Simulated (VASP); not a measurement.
Input of a VASP 6.6.1 run:

INCAR

```
PREC     = Accurate       # precision mode
ENCUT    = 520            # plane-wave cutoff, eV
EDIFF    = 1E-7           # SCF threshold, eV
ISMEAR   = 0              # smearing method
SIGMA    = 0.15           # smearing width, eV
LREAL    = False          # projectors in reciprocal space
LASPH    = True           # aspherical terms in the spheres
NELM     = 100            # most SCF steps
ALGO     = Fast           # electronic algorithm
ISIF     = 2              # what is computed and relaxed
LWAVE    = False          # write WAVECAR
LCHARG   = False          # write CHGCAR
NBANDS   = 8              # bands
```

KPOINTS

```
regular mesh
0
Gamma
  22 22 22
```

Contents of POSCAR:

```
Al
1.0
   -1.3823644229      1.3823644229      2.0085755065
    1.3823644229     -1.3823644229      2.0085755065
    1.3823644229      1.3823644229     -2.0085755065
Al
1
Direct
    0.0000000000      0.0000000000      0.0000000000
```

Potentials or basis: VASP PAW LDA potentials, release 64 (Al).

Run with:

```bash
$ cat potpaw_LDA.64/Al/POTCAR > POTCAR
$ mpirun -np 1 vasp_std > vasp.out
```

**Question.** What does it give for the pressure?

**Answer.** 2.8 GPa.

**Question.** What does it give for the band gap on the k mesh?

**Answer.** Zero (an odd number of electrons rules out a gap without spin polarisation).

Stress tensor (GPa, compression positive):
```
3.54 0.00 0.00
0.00 3.54 0.00
0.00 0.00 1.18
```
